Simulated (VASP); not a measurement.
**BN: single point with PBE+D3(BJ)**

The system is BN, a slab with vacuum.

```xyz
2
Lattice="2.6090 0.0000 0.0000 -1.3045 2.2595 0.0000 0.0000 0.0000 26.0000" Properties=species:S:1:pos:R:3 pbc="T T T"
B     0.0000    0.0000   13.0715
N     1.3045    0.7532   12.9285
```

```json
{
  "Program": "VASP 6.6.1",
  "Task": "single point",
  "Functional": "PBE",
  "Dispersion": "D3(BJ)",
  "Potentials or basis": "VASP PAW PBE potentials, release 64 (B, N)",
  "Cutoff": "520 eV",
  "k mesh": "12 × 12 × 1",
  "Occupations": "gaussian, width 0.02 eV",
  "Spin": "no spin polarisation"
}
```

```json
{
  "Largest force": "2.080 eV/Å",
  "Band gap on the k mesh": "4.24 eV, direct",
  "Dispersion energy per atom": "-0.071 eV"
}
```

Forces on the atoms (eV/Å):
```
B    0.000  0.000 -2.080
N    0.000  0.000  2.080
```

Levels at points of the mesh, in eV from the valence-band top:
```csv
k point,band 1,band 2,band 3,band 4,band 5,band 6,band 7,band 8
"(0.00, 0.00, 0.00)",-16.90,-4.61,-1.32,-1.32,4.42,5.63,6.00,6.52
"(0.50, 0.00, 0.00)",-14.16,-8.33,-3.80,-0.78,4.37,8.55,11.83,12.09
```

Run time: 35 s on 1 thread of Intel(R) Xeon(R) Platinum 8375C CPU @ 2.90GHz (Ice Lake), with other jobs on the host, peak memory 0.27 GiB.
